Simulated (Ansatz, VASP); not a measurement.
## Nb in VASP and in Ansatz

```xyz
4
Lattice="3.3112 0.0000 0.0000 0.0000 3.3112 0.0000 0.0000 0.0000 20.9668" Properties=species:S:1:pos:R:3 pbc="T T T"
Nb    0.8278    0.8278    8.1542
Nb    2.4834    2.4834    9.6553
Nb    0.8278    0.8278   11.3115
Nb    2.4834    2.4834   12.8126
```

Alike in both runs: functional PBE; k mesh 10 × 10 × 1; occupations fermi-dirac, width 0.05 eV; no spin polarisation.

Ansatz relaxed the structure, and its values are those at the end. VASP's run is a single point on that final structure, the one shown.

|  | VASP | Ansatz |
| --- | --- | --- |
| version | VASP 6.6.1 | Ansatz 0.2.0 |
| potentials or method | VASP PAW PBE potentials, release 64 (Nb_sv), cutoff 520 eV | all-electron LAPW, scalar-relativistic |

VASP gave:

| Property | Result |
| --- | --- |
| rms of the force components (eV/Å) | 0.007 |

Task: What did Ansatz give for the same quantities?

Result: rms of the force components (eV/Å): 0.001.

Ansatz ran all-electron here, and VASP with PAW potentials.
